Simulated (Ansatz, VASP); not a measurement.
Two plane-wave programs on Ca

```xyz
1
Lattice="-2.2052 2.2052 2.1961 2.2052 -2.2052 2.1961 2.2052 2.2052 -2.1961" Properties=species:S:1:pos:R:3 pbc="T T T"
Ca    0.0000    0.0000    2.1961
```

Alike in both runs: task relaxation of cell and atoms; functional r2SCAN; dispersion D4; k mesh 9 × 9 × 9; occupations fermi-dirac, width 0.05 eV; no spin polarisation.

|  | VASP | Ansatz |
| --- | --- | --- |
| version | VASP 6.6.1 | Ansatz 0.2.0 |
| potentials or method | VASP PAW PBE potentials, release 64 (Ca_sv) | Ansatz PAW |
| plane-wave cutoff (eV) | 600 | 500 |
| valence electrons in the cell | 10 | 10 |

Ansatz gave:

* gap on the k mesh at the Fermi level, each at its own relaxed structure (eV): none
* relaxed volume (Å³/atom): 42.78
* relaxed length of the cell vector where the two differ most in proportion (Å): 3.816

**Question.** What did VASP give for the same quantities?

**Answer.** gap on the k mesh at the Fermi level, each at its own relaxed structure (eV): none; relaxed volume (Å³/atom): 43.06; relaxed length of the cell vector where the two differ most in proportion (Å): 3.825.

VASP's potentials were made for PBE, not for r2SCAN. A gap of «none» marks a metal or a gap that the smearing closes.

Noted on Ansatz's run: the plane-wave basis is chosen anew once the cell has moved, so the energies of steps on either side of that aren't comparable.
